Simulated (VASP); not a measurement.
Runs of VASP 6.6.1 on Lu. The structure is that of space group Im-3m (No. 229), or close to it. The cells are those of the table. This isn't the form of Lu at room conditions, which is hcp.

| cell | gap on the mesh (eV) | pressure (GPa) |
| --- | --- | --- |
| a = 3.306 Å, angles 109.5°, 1 atom | none | (b) |
| a = 3.352 Å, angles 109.5°, 1 atom | none | 1.1 |
| a = 3.329 Å, angles 109.5°, 1 atom | none | 2.1 |
| a = 3.374 Å, angles 109.5°, 1 atom | none | (a) |
| a = 3.397 Å, angles 109.5°, 1 atom | none | -0.6 |

Alike in all rows: task single point; level PBE; potentials or basis VASP PAW PBE potentials, release 64 (Lu); no spin polarisation; k mesh 20 × 20 × 20; cutoff (eV) 520; smearing fermi-dirac 0.0612256 eV.

Question: Fill in the values left out.

Answer: (a) 0.2; (b) 3.2.

Caveats: spin-orbit coupling is left out, which moves the levels of the heavy elements; the cell stands under pressure (at least some runs).

A k mesh can miss the band edges, and the runs leave out spin-orbit coupling on Lu.

A gap of «none» marks levels without a gap at the run's occupations.
